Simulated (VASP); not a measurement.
# SiMo3 (Pm-3n) in VASP: single point with r2SCAN

Aim: the single point of SiMo3 with r2SCAN.

Everything below comes from runs of VASP 6.6.1. Logs are shortened: lines on timing, memory, paths and dates and some standing lists are left out, and cuts for length are marked.

### 1 The cell of the first run

The structure is cubic, space group Pm-3n (No. 223). The conventional cell has a = 4.963 Å, b = 4.963 Å, c = 4.963 Å, α = 90.00°, β = 90.00°, γ = 90.00°. Si (site symmetry m-3) has 12 Mo at 2.77 Å within 3.7 Å. Within 3.3 Å of Mo (site symmetry -4m2) lie 10 Mo at 2.48 to 3.04 Å and 4 Si at 2.77 Å.

### 2 Single point, r2SCAN

File POSCAR:

```
SiMo3
1.0
    4.9631140000      0.0000000000      0.0000000000
    0.0000000000      4.9631140000      0.0000000000
    0.0000000000      0.0000000000      4.9631140000
Si Mo
2 6
Direct
    0.0000000000      0.0000000000      0.0000000000
    0.5000000000      0.5000000000      0.5000000000
    0.2500000000      0.0000000000      0.5000000000
    0.5000000000      0.7500000000      0.0000000000
    0.7500000000      0.0000000000      0.5000000000
    0.5000000000      0.2500000000      0.0000000000
    0.0000000000      0.5000000000      0.7500000000
    0.0000000000      0.5000000000      0.2500000000
```

File INCAR.step1:

```
ALGO = Normal
EDIFF = 1E-4
ENCUT = 520
GGA = PE
ISMEAR = -1
LASPH = T
LCHARG = F
LREAL = F
LWAVE = T
NBANDS = 56
NELM = 100
PREC = Accurate
SIGMA = 0.1
```

File INCAR.step2:

```
ALGO = Normal
EDIFF = 1E-7
ENCUT = 520
ISIF = 2
ISMEAR = -1
ISTART = 1
LASPH = T
LCHARG = F
LMIXTAU = T
LREAL = F
LWAVE = F
METAGGA = R2SCAN
NBANDS = 56
NELM = 100
PREC = Accurate
SIGMA = 0.1
```

File KPOINTS:

```
k-points
0
Gamma
  7 7 7
```

Potentials or basis: VASP PAW PBE potentials, release 64 (Si, Mo_sv).

Run with:

```console
$ cat potpaw_PBE.64/Si/POTCAR potpaw_PBE.64/Mo_sv/POTCAR > POTCAR
$ cp INCAR.step1 INCAR
$ mpirun -np 1 vasp_std > vasp.out
$ cp INCAR.step2 INCAR
$ mpirun -np 1 vasp_std > vasp.out
```

OUTCAR:

```text
EDIFF = 1E-7
   ENCUT = 520
   ISIF = 2
   ISMEAR = -1
   ISTART = 1
   LASPH = T
   LREAL = F
   METAGGA = R2SCAN
   NELM = 100
   PREC = Accurate

 ion  position               nearest neighbor table
   1  0.000  0.000  0.000-   3 2.77   4 2.77   5 2.77   6 2.77   7 2.77   8 2.77   3 2.77   5 2.77
                             7 2.77   8 2.77   4 2.77   6 2.77
   2  0.500  0.500  0.500-   3 2.77   4 2.77   5 2.77   6 2.77   7 2.77   8 2.77   4 2.77   6 2.77
                             3 2.77   5 2.77   7 2.77   8 2.77
   3  0.250  0.000  0.500-   5 2.48   5 2.48   1 2.77   1 2.77   2 2.77   2 2.77   8 3.04   7 3.04
                             8 3.04   7 3.04   6 3.04   4 3.04   4 3.04   6 3.04
   4  0.500  0.750  0.000-   6 2.48   6 2.48   1 2.77   2 2.77   2 2.77   1 2.77   8 3.04   7 3.04
                             7 3.04   8 3.04   3 3.04   5 3.04   3 3.04   5 3.04
   5  0.750  0.000  0.500-   3 2.48   3 2.48   1 2.77   1 2.77   2 2.77   2 2.77   8 3.04   7 3.04
                             8 3.04   7 3.04   6 3.04   4 3.04   4 3.04   6 3.04
   6  0.500  0.250  0.000-   4 2.48   4 2.48   1 2.77   2 2.77   2 2.77   1 2.77   8 3.04   7 3.04
                             7 3.04   8 3.04   5 3.04   3 3.04   3 3.04   5 3.04
   7  0.000  0.500  0.750-   8 2.48   8 2.48   1 2.77   2 2.77   1 2.77   2 2.77   3 3.04   4 3.04
                             5 3.04   3 3.04   5 3.04   6 3.04   4 3.04   6 3.04
   8  0.000  0.500  0.250-   7 2.48   7 2.48   1 2.77   2 2.77   1 2.77   2 2.77   3 3.04   4 3.04
                             5 3.04   3 3.04   5 3.04   6 3.04   4 3.04   6 3.04

  LATTYP: Found a simple cubic cell.
 ALAT       =     4.9631140000

  Lattice vectors:

 A1 = (   4.9631140000,   0.0000000000,   0.0000000000)
 A2 = (   0.0000000000,   4.9631140000,   0.0000000000)
 A3 = (   0.0000000000,   0.0000000000,   4.9631140000)

Analysis of symmetry for initial positions (statically):
=====================================================================
 Subroutine PRICEL returns:
 Original cell was already a primitive cell.

 Routine SETGRP: Setting up the symmetry group for a
 simple cubic supercell.

 Subroutine GETGRP returns: Found 48 space group operations
 (whereof 24 operations were pure point group operations)
 out of a pool of 48 trial point group operations.

The static configuration has the point symmetry T_h .
 The point group associated with its full space group is O_h .

Analysis of symmetry for dynamics (positions and initial velocities):
=====================================================================
 Subroutine PRICEL returns:
 Original cell was already a primitive cell.

 Routine SETGRP: Setting up the symmetry group for a
 simple cubic supercell.

 Subroutine GETGRP returns: Found 48 space group operations
 (whereof 24 operations were pure point group operations)
 out of a pool of 48 trial point group operations.

The dynamic configuration has the point symmetry T_h .
 The point group associated with its full space group is O_h .

 Subroutine INISYM returns: Found 48 space group operations
 (whereof 24 operations are pure point group operations),
 and found     1 'primitive' translations

----------------------------------------------------------------------------------------

                                     Primitive cell

  volume of cell :     122.2539

  direct lattice vectors                    reciprocal lattice vectors
     4.963114000  0.000000000  0.000000000     0.201486406  0.000000000  0.000000000
     0.000000000  4.963114000  0.000000000     0.000000000  0.201486406  0.000000000
     0.000000000  0.000000000  4.963114000     0.000000000  0.000000000  0.201486406

  length of vectors
     4.963114000  4.963114000  4.963114000     0.201486406  0.201486406  0.201486406

  position of ions in fractional coordinates (direct lattice)
     0.000000000  0.000000000  0.000000000
     0.500000000  0.500000000  0.500000000
     0.250000000  0.000000000  0.500000000
     0.500000000  0.750000000  0.000000000
     0.750000000  0.000000000  0.500000000
     0.500000000  0.250000000  0.000000000
     0.000000000  0.500000000  0.750000000
     0.000000000  0.500000000  0.250000000

  ion indices of the primitive-cell ions
   primitive index   ion index
                 1           1
                 2           2
                 3           3
                 4           4
                 5           5
                 6           6
                 7           7
                 8           8

----------------------------------------------------------------------------------------

 KPOINTS: k-points

Automatic generation of k-mesh.
 Grid dimensions read from file:
 generate k-points for:    7    7    7

 Generating k-lattice:

  Cartesian coordinates                     Fractional coordinates (reciprocal lattice)
     0.028783772  0.000000000  0.000000000     0.142857143  0.000000000  0.000000000
     0.000000000  0.028783772  0.000000000     0.000000000  0.142857143  0.000000000
     0.000000000  0.000000000  0.028783772     0.000000000  0.000000000  0.142857143

  Length of vectors
     0.028783772  0.028783772  0.028783772

  Shift w.r.t. Gamma in fractional coordinates (k-lattice)
     0.000000000  0.000000000  0.000000000

 Subroutine IBZKPT returns following result:
 ===========================================

 Found     20 irreducible k-points:

 Following reciprocal coordinates:
            Coordinates               Weight
  0.000000  0.000000  0.000000      1.000000
  0.142857  0.000000  0.000000      6.000000
  0.285714  0.000000  0.000000      6.000000
  0.428571  0.000000  0.000000      6.000000
  0.142857  0.142857  0.000000     12.000000
  0.285714  0.142857  0.000000     24.000000
[... 12 lines left out ...]
  0.428571  0.428571  0.285714     24.000000
  0.428571  0.428571  0.428571      8.000000
   k-points           NKPTS =     20   k-points in BZ     NKDIM =     20   number of bands    NBANDS=     56
   number of dos      NEDOS =    301   number of ions     NIONS =      8
   total plane-waves  NPLWV =  64000
   dimension x,y,z NGX =    40 NGY =   40 NGZ =   40
   dimension x,y,z NGXF=    80 NGYF=   80 NGZF=   80
   ions per type =               2   6
   NGX,Y,Z   is equivalent  to a cutoff of  13.40, 13.40, 13.40 a.u.
   NGXF,Y,Z  is equivalent  to a cutoff of  26.80, 26.80, 26.80 a.u.
 SYSTEM =  unknown system
   PREC   = accura    normal or accurate (medium, high low for compatibility)
   ISTART =      1    job   : 0-new  1-cont  2-samecut
   ICHARG =      0    charge: 1-file 2-atom 10-const
   ISPIN  =      1    spin polarized calculation?
   LNONCOLLINEAR =      F non collinear calculations
   LSORBIT =      F    spin-orbit coupling
   LASPH  =      T    aspherical Exc in radial PAW
   ENCUT  =  520.0 eV  38.22 Ry    6.18 a.u.   9.23  9.23  9.23*2*pi/ulx,y,z
   NELM   =    100;   NELMIN=  2; NELMDL=  0     # of ELM steps
   EDIFF  = 0.1E-06   stopping-criterion for ELM
   LREAL  =      F    real-space projection
   EDIFFG = 0.1E-05   stopping-criterion for IOM
   NSW    =      0    number of steps for IOM
   IBRION =     -1    ionic relax: 0-MD 1-quasi-New 2-CG
   NFREE  =      0    steps in history (QN), initial steepest desc. (CG)
   ISIF   =      2    stress and relaxation
   ISYM   =      2    0-nonsym 1-usesym 2-fastsym
   POTIM  = 0.5000    time-step for ionic-motion
   TEBEG  =    0.0;   TEEND  =   0.0 temperature during run
   PSTRESS=    0.0 pullay stress
   NELECT =      92.0000    total number of electrons
   NUPDOWN=      -1.0000    fix difference up-down
   EMIN   =  10.00;   EMAX   =-10.00  energy-range for DOS
   EFERMI =   0.00;   METHOD = LEGACY
   ISMEAR =    -1;   SIGMA  =   0.10  broadening in eV -4-tet -1-fermi 0-gaus
   EFERMI_NEDOS =   21; number of points for ismear=-14 and -15
   IALGO  =     38    algorithm
   IMIX   =      4    mixing-type and parameters
     AMIX     =   0.40;   BMIX     =  1.00
     AMIX_MAG =   1.60;   BMIX_MAG =  1.00
  volume/ion in A,a.u.               =      15.28       103.13
  Fermi-wavevector in a.u.,A,eV,Ry     =   1.489075  2.813943 30.168795  2.217344
  Thomas-Fermi vector in A             =   2.602029
   LORBIT       =      0    0 simple, 1 ext, 2 COOP (PROOUT), +10 PAW based schemes
   METAGGA = R2SCAN    functional components
   LHFCALC =     F    Hartree Fock is set to
   AEXX    =    0.0000 exact exchange contribution
   IVDW    =     0    specifies the selected vdW correction
   LEPSILON=     F    determine dielectric tensor
   LRPA    =     F    only Hartree local field effects (RPA)
 non-spin polarized calculation
  energy-cutoff  :      520.00
  volume of cell :      122.25
 maximum number of plane-waves:      3310
 NGX is ok and might be reduce to    40
   NGX = 19   NGY = 19   NGZ = 19

 number of electron      92.0000005 magnetization

 Free energy of the ion-electron system (eV)
  ---------------------------------------------------
  ext. energy  EPLUGINS =         0.00000000
  ---------------------------------------------------
  free energy    TOTEN  =      -176.49218368 eV

  energy without entropy =     -176.36974437  energy(sigma->0) =     -176.43096402

 E-fermi :  12.0716     XC(G=0): -13.9949

 val. band max:       12.0686741944   @ k =   0.4286   0.2857   0.1429
 cond. band min:      12.1028750094   @ k =   0.4286   0.4286   0.1429
 fundamental gap:      0.0342008151
 Fermi energy:        12.0716059858

 k-point     1 :       0.0000    0.0000    0.0000
  band No.  band energies     occupation
      1     -51.1897      2.00000
      2     -51.0835      2.00000
      3     -51.0835      2.00000
      4     -50.7741      2.00000
      5     -50.7741      2.00000
      6     -50.7741      2.00000
[... 48 lines left out ...]
     55      14.7669      0.00000
     56      14.8096      0.00000

 k-point     2 :       0.1429    0.0000    0.0000
  band No.  band energies     occupation
      1     -51.1812      2.00000
      2     -51.0875      2.00000
      3     -51.0721      2.00000
      4     -50.7914      2.00000
      5     -50.7741      2.00000
      6     -50.7741      2.00000
[... 1055 lines left out ...]
  band No.  band energies     occupation
      1     -50.9977      2.00000
      2     -50.9837      2.00000
      3     -50.9837      2.00000
      4     -50.9137      2.00000
      5     -50.9137      2.00000
      6     -50.9049      2.00000
[... 48 lines left out ...]
     55      13.7304      0.00000
     56      14.0790      0.00000

------------------------ aborting loop because EDIFF is reached ----------------------------------------

  FORCE on cell =-STRESS in cart. coord.  units (eV):
  Direction    XX          YY          ZZ          XY          YZ          ZX
  --------------------------------------------------------------------------------------
  -------------------------------------------------------------------------------------
  Total       -8.1800806     -8.1800806     -8.1800806      0.0000000      0.0000000      0.0000000
  in kB     -107.2026234   -107.2026234   -107.2026234      0.0000000      0.0000000      0.0000000
  external PRESSURE =    -107.2026234 kB  Pullay stress =       0.0000000 kB

 VOLUME and BASIS-vectors are now :
 -----------------------------------------------------------------------------
  energy-cutoff  :      520.00
  volume of cell :      122.25
      direct lattice vectors                 reciprocal lattice vectors
     4.963114000  0.000000000  0.000000000     0.201486406  0.000000000  0.000000000
     0.000000000  4.963114000  0.000000000     0.000000000  0.201486406  0.000000000
     0.000000000  0.000000000  4.963114000     0.000000000  0.000000000  0.201486406

 POSITION                                       TOTAL-FORCE (eV/Angst)
 -----------------------------------------------------------------------------------
      0.00000      0.00000      0.00000        -0.000000      0.000000      0.000000
      2.48156      2.48156      2.48156        -0.000000      0.000000      0.000000
      1.24078      0.00000      2.48156        -0.000000     -0.000000     -0.000000
      2.48156      3.72234      0.00000         0.000000      0.000000      0.000000
      3.72234      0.00000      2.48156         0.000000      0.000000     -0.000000
      2.48156      1.24078      0.00000        -0.000000      0.000000      0.000000
      0.00000      2.48156      3.72234         0.000000     -0.000000      0.000000
      0.00000      2.48156      1.24078         0.000000      0.000000     -0.000000
 -----------------------------------------------------------------------------------
    total drift:                                0.000000     -0.000000      0.000000

  FREE ENERGIE OF THE ION-ELECTRON SYSTEM (eV)
  ---------------------------------------------------
  free  energy   TOTEN  =      -176.4921836762 eV

  energy  without entropy=     -176.3697443704  energy(sigma->0) =     -176.43096402
```

It took 8.5 min on 1 thread of AMD EPYC 7R43 (Zen 3), shared host; peak memory 0.27 GiB.

What came out:

- Free energy: -176.4922 eV
- Pressure: -10.7 GPa
- Band gap on the k mesh: zero (bands 46 and 47 overlap by 2.10 eV)

Caveat: the cell stands under tension; the PAW data sets were made with another functional, which shifts forces and pressure a little.
